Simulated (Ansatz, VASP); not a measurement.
**Mg5NiS6 in VASP and in Ansatz**

File INCAR:

```
SYSTEM = Mg5NiS6
  ALGO = Normal
  EDIFF = 1E-7
  ENCUT = 520
  GGA = PE
  ISIF = 2
  ISMEAR = 0
  LASPH = .True.
  LCHARG = .False.
  LREAL = .False.
  LWAVE = .False.
  NBANDS = 40
  NELM = 60
  PREC = Accurate
  SIGMA = 0.1
```

Contents of KPOINTS:

```
k-points
0
Gamma
  6 6 1
  0 0 0
```

POSCAR

```
Mg5NiS6
1.0
    3.6573029000      0.0000000000      0.0000000000
    0.0000000000      3.6573029000      0.0000000000
    0.0000000000      0.0000000000     15.3485626000
Mg Ni S
5 1 6
Direct
    0.0000000000      0.0000000000      0.6593200000
    0.5000000000      0.5000000000      0.8276610000
    0.0000000000      0.0000000000      0.0000000000
    0.5000000000      0.5000000000      0.1723390000
    0.0000000000      0.0000000000      0.3406800000
    0.5000000000      0.5000000000      0.5000000000
    0.0000000000      0.0000000000      0.8289310000
    0.5000000000      0.5000000000      0.0000000000
    0.0000000000      0.0000000000      0.1710690000
    0.5000000000      0.5000000000      0.3466370000
    0.0000000000      0.0000000000      0.5000000000
    0.5000000000      0.5000000000      0.6533630000
```

Input for Ansatz:

```yaml
crystal:
  lattice:
    - [3.6573029, 0.0, 0.0]
    - [0.0, 3.6573029, 0.0]
    - [0.0, 0.0, 15.3485626]
  atoms:
    - { symbol: Mg, position: [0.0, 0.0, 0.65932] }
    - { symbol: Mg, position: [0.5, 0.5, 0.827661] }
    - { symbol: Mg, position: [0.0, 0.0, 0.0] }
    - { symbol: Mg, position: [0.5, 0.5, 0.172339] }
    - { symbol: Mg, position: [0.0, 0.0, 0.34068] }
    - { symbol: Ni, position: [0.5, 0.5, 0.5] }
    - { symbol: S, position: [0.0, 0.0, 0.828931] }
    - { symbol: S, position: [0.5, 0.5, 0.0] }
    - { symbol: S, position: [0.0, 0.0, 0.171069] }
    - { symbol: S, position: [0.5, 0.5, 0.346637] }
    - { symbol: S, position: [0.0, 0.0, 0.5] }
    - { symbol: S, position: [0.5, 0.5, 0.653363] }
basis:
  ecutwfc: 420
kpoints:
  mp_grid: { grid: [6, 6, 1] }
hamiltonian:
  xc: pbe
scf:
  occupations: { method: gaussian, width: 0.1 }
  lower_state_search: "off"
output:
  forces: true
  stress: true
  eigenvalues: true
```

Alike in both runs: task single point; functional PBE; k mesh 6 × 6 × 1; occupations gaussian, width 0.1 eV; no spin polarisation.

|  | VASP | Ansatz |
| --- | --- | --- |
| version | VASP 6.6.1 | Ansatz 0.2.0 |
| potentials or method | VASP PAW PBE potentials, release 64 (Mg, Ni, S), cutoff 520 eV | scalar-relativistic, plane waves, PAW |
| valence electrons in the cell | 56 | 104 |

```tsv
	VASP	Ansatz	Ansatz less VASP
gap on the k mesh at the Fermi level (eV)	none	none	-
pressure (GPa)	-0.2	0.0	+0.24
traceless stress, the component that is largest in VASP (GPa)	0.09	0.07	-0.027
rms of the force components (eV/Å)	0.010	0.006	-0.0046
```

Atom by atom the forces differ by 0.006 eV/Å (rms over components). A gap of «none» marks a metal or a gap that the smearing closes. VASP's potentials hold 56 valence electrons a cell and Ansatz's 104, so a difference there can come from the potentials and not from the codes.

The k mesh is coarse, so the values compare programs but aren't converged.
